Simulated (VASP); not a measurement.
# InSb (F-43m) in VASP: elastic constants with PBE

Aim: the elastic constants of InSb with PBE.

Everything below comes from runs of VASP 6.6.1. Logs are shortened: lines on timing, memory, paths and dates and some standing lists are left out, and cuts for length are marked.

### 1 The cell of the first run

Symmetry: F-43m, No. 216, cubic system. Conventional cell: a = 5.842 Å, b = 5.842 Å, c = 5.842 Å, α = 90.00°, β = 90.00°, γ = 90.00°. Within 3.3 Å of In (site symmetry -43m) lie 4 Sb at 2.53 Å. Within 3.3 Å of Sb (site symmetry -43m) lie 4 In at 2.53 Å.

### 2 Elastic constants, PBE

Input file INCAR:

```
PREC = Accurate
ENCUT = 600
EDIFF = 1E-8
ISMEAR = 0
SIGMA = 0.01
LREAL = F
LASPH = T
NELM = 80
ALGO = Normal
ISIF = 3
LWAVE = F
LCHARG = T
GGA = PE
IBRION = 6
NFREE = 2
POTIM = 0.015
NSW = 1
```

Input file KPOINTS:

```
Automatic mesh
0
Gamma
  12 12 12
```

Input file POSCAR:

```
InSb
1.0
    0.0000000000      2.9211815904      2.9211815904
    2.9211815904      0.0000000000      2.9211815904
    2.9211815904      2.9211815904      0.0000000000
In Sb
1 1
Direct
    0.0000000000      0.0000000000      0.0000000000
    0.7500000000      0.7500000000      0.7500000000
```

Potentials or basis: VASP PAW PBE potentials, release 64 (In_d, Sb).

On the command line:

```console
$ cat potpaw_PBE.64/In_d/POTCAR potpaw_PBE.64/Sb/POTCAR > POTCAR
$ mpirun -np 1 vasp_std > vasp.out
```

OUTCAR:

```text
PREC = Accurate
   ENCUT = 600
   EDIFF = 1E-8
   ISMEAR = 0
   LREAL = F
   LASPH = T
   NELM = 80
   ISIF = 3
   GGA = PE
   IBRION = 6
   NFREE = 2
   POTIM = 0.015
   NSW = 1

 ion  position               nearest neighbor table
   1  0.000  0.000  0.000-   2 2.53   2 2.53   2 2.53   2 2.53
   2  0.750  0.750  0.750-   1 2.53   1 2.53   1 2.53   1 2.53

  LATTYP: Found a face centered cubic cell.
 ALAT       =     5.8423631808

  Lattice vectors:

 A1 = (   0.0000000000,   2.9211815904,   2.9211815904)
 A2 = (   2.9211815904,   0.0000000000,   2.9211815904)
 A3 = (   2.9211815904,   2.9211815904,   0.0000000000)

Analysis of symmetry for initial positions (statically):
=====================================================================
 Subroutine PRICEL returns:
 Original cell was already a primitive cell.

 Routine SETGRP: Setting up the symmetry group for a
 face centered cubic supercell.

 Subroutine GETGRP returns: Found 24 space group operations
 (whereof 24 operations were pure point group operations)
 out of a pool of 48 trial point group operations.

The static configuration has the point symmetry T_d .

Analysis of symmetry for dynamics (positions and initial velocities):
=====================================================================
 Subroutine PRICEL returns:
 Original cell was already a primitive cell.

 Routine SETGRP: Setting up the symmetry group for a
 face centered cubic supercell.

 Subroutine GETGRP returns: Found 24 space group operations
 (whereof 24 operations were pure point group operations)
 out of a pool of 48 trial point group operations.

The dynamic configuration has the point symmetry T_d .

 Subroutine INISYM returns: Found 24 space group operations
 (whereof 24 operations are pure point group operations),
 and found     1 'primitive' translations

----------------------------------------------------------------------------------------

[... 719 lines left out ...]
      9       7.0561      2.00000
     10      11.1308      0.00000
     11      12.9233      0.00000
     12      13.7301      0.00000
     13      16.2366      0.00000

 [... further k-points ...]

------------------------ aborting loop because EDIFF is reached ----------------------------------------

  FORCE on cell =-STRESS in cart. coord.  units (eV):
  Direction    XX          YY          ZZ          XY          YZ          ZX
  --------------------------------------------------------------------------------------
  -------------------------------------------------------------------------------------
  Total       10.8686309     10.8755532     10.8755532      0.0000000     -0.3803215      0.0000000
  in kB      349.2848605    349.5073233    349.5073233      0.0000000    -12.2223807      0.0000000
  external PRESSURE =     349.4331691 kB  Pullay stress =       0.0000000 kB
[... 17 lines left out ...]
  FREE ENERGIE OF THE ION-ELECTRON SYSTEM (eV)
  ---------------------------------------------------
  free  energy   TOTEN  =        -5.1941857084 eV

  energy  without entropy=       -5.1941857084  energy(sigma->0) =       -5.19418571

 INTERNAL STRAIN TENSORS FROM STRAINED CELLS
 ============================================

 INTERNAL STRAIN TENSOR FOR ION    1 for displacements in x,y,z  (eV/Angst):
          X           Y           Z          XY          YZ          ZX
  --------------------------------------------------------------------------------
  x     0.00000    -0.00000    -0.00000     0.00000   -25.33730    -0.00000
  y    -0.00000    -0.00000    -0.00000     0.00000     0.00000   -25.33735
  z    -0.00000    -0.00000    -0.00000   -25.33751     0.00000     0.00000

 INTERNAL STRAIN TENSORS FROM DISPLACED ATOMS
 ============================================

 INTERNAL STRAIN TENSOR FOR ION    1 for displacements in x,y,z  (eV/Angst):
          X           Y           Z          XY          YZ          ZX
  --------------------------------------------------------------------------------
  x    -0.00000     0.00000     0.00000     0.00000   -25.35920     0.00000
  y    -0.00000    -0.00000    -0.00000     0.00000     0.00000   -25.35920
  z     0.00000     0.00000    -0.00000   -25.35920     0.00000     0.00000

 INTERNAL STRAIN TENSOR FOR ION    2 for displacements in x,y,z  (eV/Angst):
          X           Y           Z          XY          YZ          ZX
  --------------------------------------------------------------------------------
  x     0.00000     0.00000     0.00000     0.00000    25.35460     0.00000
  y     0.00000    -0.00000     0.00000     0.00000     0.00000    25.35460
  z     0.00000     0.00000     0.00000    25.35460     0.00000     0.00000

 Eigenvectors and eigenvalues of the dynamical matrix
 ----------------------------------------------------

   1 f  =    7.973600 THz    50.099609 2PiTHz  265.970682 cm-1    32.976147 meV
             X         Y         Z           dx          dy          dz
      0.000000  0.000000  0.000000     0.000000    0.717333    0.000000
      4.381772  4.381772  4.381772     0.000000   -0.696731    0.000000
[... 21 lines left out ...]
   6 f/i=    0.000643 THz     0.004040 2PiTHz    0.021446 cm-1     0.002659 meV
             X         Y         Z           dx          dy          dz
      0.000000  0.000000  0.000000     0.000000    0.000000   -0.696731
      4.381772  4.381772  4.381772     0.000000    0.000000   -0.717333

--------------------------------------------------------------------------------------------------------

 ELASTIC MODULI CONTR FROM IONIC RELAXATION (kBar)
 Direction    XX          YY          ZZ          XY          YZ          ZX
 --------------------------------------------------------------------------------
 XX          -0.0000      0.0000      0.0000      0.0000     -0.0000     -0.0000
 YY           0.0000     -0.0000      0.0000      0.0000      0.0000      0.0000
 ZZ           0.0000      0.0000     -0.0000     -0.0000      0.0000     -0.0000
 XY           0.0000      0.0000     -0.0000  -1344.1907      0.0000      0.0000
 YZ          -0.0000      0.0000      0.0000      0.0000  -1344.1907      0.0000
 ZX          -0.0000      0.0000     -0.0000      0.0000      0.0000  -1344.1907
 --------------------------------------------------------------------------------

 TOTAL ELASTIC MODULI (kBar)
 Direction    XX          YY          ZZ          XY          YZ          ZX
 --------------------------------------------------------------------------------
 XX        1382.2935   1383.5123   1383.5123     -0.0000     -0.0000     -0.0000
 YY        1383.5123   1382.2935   1383.5123     -0.0000      0.0000      0.0000
 ZZ        1383.5123   1383.5123   1382.2935     -0.0000     -0.0000      0.0000
 XY          -0.0000     -0.0000     -0.0000     28.4589     -0.0000      0.0000
 YZ          -0.0000      0.0000     -0.0000     -0.0000     28.4589     -0.0000
 ZX          -0.0000      0.0000      0.0000      0.0000     -0.0000     28.4589
 --------------------------------------------------------------------------------
```

stdout:

```text
POSCAR found type information on POSCAR InSb
 POSCAR found :  2 types and       2 ions
 scaLAPACK will be used
 LDA part: xc-table for (Slater+PW92), standard interpolation
 POSCAR, INCAR and KPOINTS ok, starting setup
 FFT: planning ... GRIDC
 FFT: planning ... GRID_SOFT
 FFT: planning ... GRID
 WAVECAR not read
 entering main loop
 Found     2 degrees of freedom:
 Adding 6 more for cell shape distortion
 Finite differences POTIM= 0.01500 DOF=   8
 bond charge predicted
 Finite differences progress:
 bond charge predicted
 Finite differences progress:
 bond charge predicted
 Finite differences progress:
 bond charge predicted
 Finite differences progress:
 bond charge predicted
 Finite differences progress:
 bond charge predicted
 Finite differences progress:
 bond charge predicted
 Finite differences progress:
 bond charge predicted
 Finite differences progress:
 bond charge predicted
 Finite differences progress:
 bond charge predicted
 Finite differences progress:
 bond charge predicted
 Finite differences progress:
 bond charge predicted
 Finite differences progress:
 bond charge predicted
 Finite differences progress:
 bond charge predicted
 Finite differences progress:
 bond charge predicted
 Finite differences progress:
 bond charge predicted
 Finite differences progress:
```

Wall time 24 min (1 thread of Intel Xeon 6975P-C (Granite Rapids), shared host); peak memory 0.74 GiB.

What came out:

```
Elastic constants C11, C12, C44                         : 138, 138, 3 GPa
Voigt bulk modulus                                      : 138 GPa
Highest phonon frequency at Γ, LO-TO splitting left out : 266 cm⁻¹
```

Phonon frequencies in cm⁻¹ (negative: imaginary):
```tsv
q point	frequencies
(0.000, 0.000, 0.000)	0 0 0 266 266 266
```

Elastic tensor in Voigt notation (GPa, in the Cartesian axes of the cell as first typed):
```
138 138 138   0   0   0
138 138 138   0   0   0
138 138 138   0   0   0
  0   0   0   3   0   0
  0   0   0   0   3   0
  0   0   0   0   0   3
```

Clamped-ion elastic tensor (GPa):
```
138 138 138   0   0   0
138 138 138   0   0   0
138 138 138   0   0   0
  0   0   0 137   0   0
  0   0   0   0 137   0
  0   0   0   0   0 137
```

Caveat: the cell is under stress, which shifts elastic constants; the elastic tensor has a negative eigenvalue, so either the cell is unstable as it stands or the mesh is too thin; spin-orbit coupling is left out, which moves the levels of the heavy elements.
